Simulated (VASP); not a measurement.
Write the native input for VASP 6.6.1 that does the following.

| Quantity | Value |
| --- | --- |
| Task | single point |
| Functional | LDA |
| Potentials or basis | VASP PAW LDA potentials, release 64 (Cd, Se) |
| Cutoff | 520 eV |
| k mesh | 6 × 6 × 6 |
| Occupations | gaussian, width 0.1 eV |
| Spin | no spin polarisation |
| Dipole correction | no |
| Further INCAR settings | ALGO = Normal; EDIFF = 1e-06; NBANDS = 16 |

The structure of CdSe (kl) lies in POSCAR:

```
CdSe
1.0
    0.0000000000      3.0702712000      3.0702712000
    3.0702712000      0.0000000000      3.0702712000
    3.0702712000      3.0702712000      0.0000000000
Cd Se
1 1
Direct
    0.0000000000      0.0000000000      0.0000000000
    0.2500000000      0.2500000000      0.2500000000
```

The input as run:

INCAR

```
SYSTEM = CdSe
PREC = Accurate ; ENCUT = 520
EDIFF = 1E-6 ; ISMEAR = 0
SIGMA = 0.1 ; LREAL = .False.
LASPH = .True. ; NELM = 100
ALGO = Normal ; ISIF = 2
LWAVE = .False. ; LCHARG = .False.
GGA = CA ; NBANDS = 16
```

KPOINTS

```
regular mesh
0
Gamma
  6 6 6
  0 0 0
```

Potentials or basis: VASP PAW LDA potentials, release 64 (Cd, Se).

Launch:

```sh
$ cat potpaw_LDA.64/Cd/POTCAR potpaw_LDA.64/Se/POTCAR > POTCAR
$ mpirun -np 1 vasp_std > vasp.out
```

It gave:

```json
{
 "Pressure": "-2.9 GPa",
 "Band gap on the k mesh": "0.30 eV, direct"
}
```

Run time: 6.4 s on 1 thread of Intel(R) Xeon(R) Platinum 8559C (Emerald Rapids) (shared host), peak memory 0.16 GiB.
